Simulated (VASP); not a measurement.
# H3C18N in VASP: single point with PBE+D3(BJ)

Aim: the single point of H3C18N with PBE+D3(BJ).

Everything below comes from runs of VASP 6.6.1. Logs are shortened: lines on timing, memory, paths and dates and some standing lists are left out, and cuts for length are marked.

## Step 1: The cell of the first run

The cell holds a slab with vacuum, 22 atoms: a = 7.398 Å, b = 7.398 Å, c = 11.000 Å, α = 90.00°, β = 90.00°, γ = 120.00°.

## Step 2: Single point, PBE+D3(BJ)

INCAR

```
SYSTEM = H3C18N
ALGO = Normal
EDIFF = 1E-7
ENCUT = 520
GGA = PE
ISIF = 2
ISMEAR = 0
IVDW = 12
LASPH = .TRUE.
LCHARG = .TRUE.
LELF = .TRUE.
LREAL = Auto
LVHAR = .TRUE.
LWAVE = .FALSE.
NBANDS = 57
NELM = 80
PREC = Accurate
SIGMA = 0.02
```

KPOINTS

```
k-points
0
G
  2 2 1
  0 0 0
```

POSCAR

```
H3C18N
1.0
    7.3980000000      0.0000000000      0.0000000000
   -3.6990000000      6.4068560000      0.0000000000
    0.0000000000      0.0000000000     11.0000000000
C N H
18 1 3
Direct
   -0.0003735249     -0.0025192232      0.0535026802
    0.2233304412      0.1093222044      0.0534832325
   -0.0002073254      0.3328637891      0.0534770247
    0.2231687602      0.4445674671      0.0534554198
    0.0017040002      0.6660454368      0.0540365353
    0.2212699018      0.7758242410      0.0540006211
    0.3331014923     -0.0004407788      0.0538974632
    0.5564841280      0.1112079630      0.0540006872
    0.3350040697      0.3326914016      0.0535007814
    0.5545574161      0.4424549495      0.0539417706
    0.3329264207      0.6640852463      0.0538794794
    0.5566685270      0.7759835638      0.0539981822
    0.6684037318     -0.0006071267      0.0538821011
    0.8879175025      0.1091477262      0.0534600060
    0.6662695399      0.3307872239      0.0540366983
    0.8900189160      0.4426330034      0.0539276070
    0.6664446790      0.6662152295      0.0540372838
    0.8898550592      0.7779299602      0.0539418095
    0.1103465233      0.2225877393      0.3673250196
    0.0296902814      0.0754970700      0.3317015459
    0.2571609181      0.2879269222      0.3314076394
    0.0447377420      0.3029522915      0.3301975119
```

Potentials or basis: VASP PAW PBE potentials, release 64 (C, N, H).

The run is started by

```console
> cat potpaw_PBE.64/C/POTCAR potpaw_PBE.64/N/POTCAR potpaw_PBE.64/H/POTCAR > POTCAR
> mpirun -np 1 vasp_std > vasp.out
```

OUTCAR:

```text
SYSTEM = H3C18N
   EDIFF = 1E-7
   ENCUT = 520
   GGA = PE
   ISIF = 2
   ISMEAR = 0
   IVDW = 12
   LASPH = .TRUE.
   LREAL = Auto
   NELM = 80
   PREC = Accurate
 IVDW          = 12

 ion  position               nearest neighbor table
   1  1.000  0.997  0.054-  18 1.41  14 1.43   2 1.43
   2  0.223  0.109  0.053-   7 1.41   9 1.43   1 1.43
   3  1.000  0.333  0.053-  16 1.41   4 1.43  14 1.43
   4  0.223  0.445  0.053-  11 1.41   3 1.43   9 1.43
   5  0.002  0.666  0.054-   6 1.41  16 1.43  18 1.43
   6  0.221  0.776  0.054-   5 1.41  11 1.43   7 1.43
[... 11 lines left out ...]
  18  0.890  0.778  0.054-   1 1.41  17 1.43   5 1.43
  19  0.110  0.223  0.367-  20 1.02  21 1.02  22 1.02
  20  0.030  0.075  0.332-  19 1.02
  21  0.257  0.288  0.331-  19 1.02
  22  0.045  0.303  0.330-  19 1.02

  LATTYP: Found a hexagonal cell.
 ALAT       =     7.3980000000
 C/A-ratio  =     1.4868883482

  Lattice vectors:

 A1 = (   7.3980000000,   0.0000000000,   0.0000000000)
 A2 = (  -3.6990000000,   6.4068560000,   0.0000000000)
 A3 = (   0.0000000000,   0.0000000000,  11.0000000000)

Analysis of symmetry for initial positions (statically):
=====================================================================
 Subroutine PRICEL returns:
 Original cell was already a primitive cell.

 Routine SETGRP: Setting up the symmetry group for a
 hexagonal supercell.

 Subroutine GETGRP returns: Found  1 space group operations
 (whereof  1 operations were pure point group operations)
 out of a pool of 24 trial point group operations.

The static configuration has the point symmetry C_1 .

Analysis of symmetry for dynamics (positions and initial velocities):
=====================================================================
 Subroutine PRICEL returns:
 Original cell was already a primitive cell.

 Routine SETGRP: Setting up the symmetry group for a
 hexagonal supercell.

 Subroutine GETGRP returns: Found  1 space group operations
 (whereof  1 operations were pure point group operations)
 out of a pool of 24 trial point group operations.

The dynamic configuration has the point symmetry C_1 .

 Subroutine INISYM returns: Found  1 space group operations
 (whereof  1 operations are pure point group operations),
 and found     1 'primitive' translations

----------------------------------------------------------------------------------------

                                     Primitive cell

  volume of cell :     521.3771

  direct lattice vectors                    reciprocal lattice vectors
     7.398000000  0.000000000  0.000000000     0.135171668  0.078041398  0.000000000
    -3.699000000  6.406856000  0.000000000     0.000000000  0.156082796  0.000000000
     0.000000000  0.000000000 11.000000000     0.000000000  0.000000000  0.090909091

  length of vectors
     7.398000000  7.398000054 11.000000000     0.156082797  0.156082796  0.090909091

  position of ions in fractional coordinates (direct lattice)
     0.999626475  0.997480777  0.053502680
     0.223330441  0.109322204  0.053483232
     0.999792675  0.332863789  0.053477025
     0.223168760  0.444567467  0.053455420
     0.001704000  0.666045437  0.054036535
     0.221269902  0.775824241  0.054000621
[... 14 lines left out ...]
     0.257160918  0.287926922  0.331407639
     0.044737742  0.302952291  0.330197512

  ion indices of the primitive-cell ions
   primitive index   ion index
                 1           1
                 2           2
                 3           3
                 4           4
                 5           5
                 6           6
[... 14 lines left out ...]
                21          21
                22          22

----------------------------------------------------------------------------------------

 KPOINTS: k-points

Automatic generation of k-mesh.
 Grid dimensions read from file:
 generate k-points for:    2    2    1

 Generating k-lattice:

  Cartesian coordinates                     Fractional coordinates (reciprocal lattice)
     0.067585834  0.039020699  0.000000000     0.500000000 -0.000000000  0.000000000
     0.000000000  0.078041398  0.000000000     0.000000000  0.500000000  0.000000000
     0.000000000  0.000000000  0.090909091     0.000000000  0.000000000  1.000000000

  Length of vectors
     0.078041399  0.078041398  0.090909091

  Shift w.r.t. Gamma in fractional coordinates (k-lattice)
     0.000000000  0.000000000  0.000000000

 Subroutine IBZKPT returns following result:
 ===========================================

 Found      4 irreducible k-points:

 Following reciprocal coordinates:
            Coordinates               Weight
  0.000000  0.000000  0.000000      1.000000
  0.500000 -0.000000  0.000000      1.000000
  0.000000  0.500000  0.000000      1.000000
  0.500000  0.500000  0.000000      1.000000
   k-points           NKPTS =      4   k-points in BZ     NKDIM =      4   number of bands    NBANDS=     57
   number of dos      NEDOS =    301   number of ions     NIONS =     22
   total plane-waves  NPLWV = 263424
   dimension x,y,z NGX =    56 NGY =   56 NGZ =   84
   dimension x,y,z NGXF=   112 NGYF=  112 NGZF=  168
   ions per type =              18   1   3
   NGX,Y,Z   is equivalent  to a cutoff of  12.58, 12.58, 12.70 a.u.
   NGXF,Y,Z  is equivalent  to a cutoff of  25.17, 25.17, 25.39 a.u.
 SYSTEM =  H3C18N
   PREC   = accura    normal or accurate (medium, high low for compatibility)
   ISTART =      0    job   : 0-new  1-cont  2-samecut
   ICHARG =      2    charge: 1-file 2-atom 10-const
   ISPIN  =      1    spin polarized calculation?
   LNONCOLLINEAR =      F non collinear calculations
   LSORBIT =      F    spin-orbit coupling
   LASPH  =      T    aspherical Exc in radial PAW
   ENCUT  =  520.0 eV  38.22 Ry    6.18 a.u.  13.76 13.76 20.45*2*pi/ulx,y,z
   NELM   =     80;   NELMIN=  2; NELMDL= -5     # of ELM steps
   EDIFF  = 0.1E-06   stopping-criterion for ELM
   LREAL  =      T    real-space projection
   EDIFFG = 0.1E-05   stopping-criterion for IOM
   NSW    =      0    number of steps for IOM
   IBRION =     -1    ionic relax: 0-MD 1-quasi-New 2-CG
   NFREE  =      0    steps in history (QN), initial steepest desc. (CG)
   ISIF   =      2    stress and relaxation
   ISYM   =      2    0-nonsym 1-usesym 2-fastsym
   POTIM  = 0.5000    time-step for ionic-motion
   TEBEG  =    0.0;   TEEND  =   0.0 temperature during run
   PSTRESS=    0.0 pullay stress
   NELECT =      80.0000    total number of electrons
   NUPDOWN=      -1.0000    fix difference up-down
   EMIN   =  10.00;   EMAX   =-10.00  energy-range for DOS
   EFERMI =   0.00;   METHOD = LEGACY
   ISMEAR =     0;   SIGMA  =   0.02  broadening in eV -4-tet -1-fermi 0-gaus
   EFERMI_NEDOS =   21; number of points for ismear=-14 and -15
   IALGO  =     38    algorithm
   IMIX   =      4    mixing-type and parameters
     AMIX     =   0.40;   BMIX     =  1.00
     AMIX_MAG =   1.60;   BMIX_MAG =  1.00
  volume/ion in A,a.u.               =      23.70       159.93
  Fermi-wavevector in a.u.,A,eV,Ry     =   0.876437  1.656226 10.451210  0.768142
  Thomas-Fermi vector in A             =   1.996247
   LORBIT       =      0    0 simple, 1 ext, 2 COOP (PROOUT), +10 PAW based schemes
   GGA     = PE    functional components
   LHFCALC =     F    Hartree Fock is set to
   AEXX    =    0.0000 exact exchange contribution
   IVDW    =    12    specifies the selected vdW correction
   LEPSILON=     F    determine dielectric tensor
   LRPA    =     F    only Hartree local field effects (RPA)
 non-spin polarized calculation
 Gauss-broadening in eV      SIGMA  =   0.02
  energy-cutoff  :      520.00
  volume of cell :      521.38
 maximum number of plane-waves:     14099
 NGX is ok and might be reduce to    56
   NGX = 27   NGY = 27   NGZ = 41

 number of electron      79.9999997 magnetization

 Free energy of the ion-electron system (eV)
  ---------------------------------------------------
  ext. energy  EPLUGINS =         0.00000000
  ---------------------------------------------------
  free energy    TOTEN  =      -185.14993235 eV

  energy without entropy =     -185.14993235  energy(sigma->0) =     -185.14993235

 E-fermi :  -1.4623     XC(G=0):  -4.5551

 val. band max:       -1.5903593816   @ k =   0.0000   0.0000   0.0000
 cond. band min:      -1.3707689918   @ k =   0.0000   0.0000   0.0000
 fundamental gap:      0.2195903898
 Fermi energy:        -1.4623084266

 k-point     1 :       0.0000    0.0000    0.0000
  band No.  band energies     occupation
      1     -21.0022      2.00000
      2     -18.4648      2.00000
      3     -18.4647      2.00000
      4     -18.4533      2.00000
      5     -18.4532      2.00000
      6     -18.3479      2.00000
[... 44 lines left out ...]
     51       3.9734      0.00000
     52       4.6276      0.00000

 k-point     2 :       0.5000   -0.0000    0.0000
  band No.  band energies     occupation
      1     -20.3492      2.00000
      2     -20.3471      2.00000
      3     -19.0976      2.00000
      4     -19.0139      2.00000
      5     -18.1937      2.00000
      6     -16.6084      2.00000
[... 44 lines left out ...]
     51       4.1742      0.00000
     52       4.6487      0.00000

 k-point     3 :       0.0000    0.5000    0.0000
  band No.  band energies     occupation
      1     -20.3492      2.00000
      2     -20.3471      2.00000
      3     -19.0976      2.00000
      4     -19.0139      2.00000
      5     -18.1937      2.00000
      6     -16.6083      2.00000
[... 44 lines left out ...]
     51       4.1743      0.00000
     52       4.6486      0.00000

 k-point     4 :       0.5000    0.5000    0.0000
  band No.  band energies     occupation
      1     -20.3491      2.00000
      2     -20.3472      2.00000
      3     -19.0976      2.00000
      4     -19.0139      2.00000
      5     -18.1937      2.00000
      6     -16.6084      2.00000
[... 44 lines left out ...]
     51       4.1737      0.00000
     52       4.6477      0.00000
 [bands above 52 left out]

------------------------ aborting loop because EDIFF is reached ----------------------------------------

 Edisp (eV)   -1.76708

 E8    (eV) :    -0.5340

  FORCE on cell =-STRESS in cart. coord.  units (eV):
  Direction    XX          YY          ZZ          XY          YZ          ZX
  --------------------------------------------------------------------------------------
  -------------------------------------------------------------------------------------
  Total       1.12867     1.12249    -0.22416    -0.01538    -0.00212    -0.00086
  in kB       3.46838     3.44939    -0.68882    -0.04727    -0.00651    -0.00263
  external pressure =        2.08 kB  Pullay stress =        0.00 kB

 VOLUME and BASIS-vectors are now :
 -----------------------------------------------------------------------------
  energy-cutoff  :      520.00
  volume of cell :      521.38
      direct lattice vectors                 reciprocal lattice vectors
     7.398000000  0.000000000  0.000000000     0.135171668  0.078041398  0.000000000
    -3.699000000  6.406856000  0.000000000     0.000000000  0.156082796  0.000000000
     0.000000000  0.000000000 11.000000000     0.000000000  0.000000000  0.090909091

 POSITION                                       TOTAL-FORCE (eV/Angst)
 -----------------------------------------------------------------------------------
      3.70556      6.39072      0.58853         0.001336      0.003629      0.000300
      1.24782      0.70041      0.58832         0.001531      0.001959      0.001641
      6.16520      2.13261      0.58825         0.006587     -0.001412     -0.000747
      0.00655      2.84828      0.58801        -0.005300      0.005670      0.000828
     -2.45110      4.26726      0.59440         0.009983     -0.006303      0.001035
     -1.23282      4.97059      0.59401         0.001027     -0.001764     -0.002236
[... 14 lines left out ...]
      0.83743      1.84471      3.64548         0.008952      0.004439      0.019168
     -0.78965      1.94097      3.63217        -0.008121      0.005631      0.018823
 -----------------------------------------------------------------------------------
    total drift:                               -0.001050     -0.002806     -0.001150

  FREE ENERGIE OF THE ION-ELECTRON SYSTEM (eV)
  ---------------------------------------------------
  free  energy   TOTEN  =      -186.9170116784 eV

  energy  without entropy=     -186.9170116784  energy(sigma->0) =     -186.91701168
```

It took 7.8 min on 1 thread of Intel Xeon 8259CL, shared host; peak memory 0.6 GiB.

What came out:

* Free energy: -186.9170 eV
* Largest force: 0.053 eV/Å
* Band gap on the k mesh: 0.22 eV
* Dispersion energy per atom: -0.080 eV

Forces in eV/Å, atoms in the order of the input:
```
C    0.001  0.004  0.000
C    0.002  0.002  0.002
C    0.007 -0.001 -0.001
C   -0.005  0.006  0.001
C    0.010 -0.006  0.001
C    0.001 -0.002 -0.002
C    0.007 -0.006  0.001
C    0.002  0.005 -0.004
C   -0.006  0.001  0.001
C   -0.006  0.009  0.000
C   -0.003  0.009 -0.003
C   -0.003  0.000 -0.001
C   -0.006 -0.013 -0.001
C    0.005 -0.001  0.003
C    0.010 -0.009 -0.002
C   -0.009  0.011 -0.001
C   -0.003  0.000 -0.001
C   -0.002 -0.007  0.003
N    0.000  0.000 -0.053
H   -0.001 -0.010  0.019
H    0.009  0.004  0.019
H   -0.008  0.006  0.019
```

Levels at points of the mesh, in eV from the valence-band top:
| k point | band 38 | band 39 | band 40 | band 41 | band 42 | band 43 |
| --- | --- | --- | --- | --- | --- | --- |
| (0.00, 0.00, 0.00) | -1.62 | 0.00 | 0.00 | 0.22 | 0.22 | 3.03 |
| (0.50, 0.00, 0.00) | -2.52 | -2.25 | -1.62 | 1.79 | 2.59 | 2.60 |
| (0.00, 0.50, 0.00) | -2.52 | -2.25 | -1.62 | 1.79 | 2.59 | 2.60 |
| (0.50, 0.50, 0.00) | -2.52 | -2.25 | -1.62 | 1.79 | 2.59 | 2.60 |

Caveat: the k points lie up to 0.49 Å⁻¹ apart; there is no dipole correction, which matters where the two faces differ; semilocal functionals underestimate gaps, and a narrow one can read as zero.
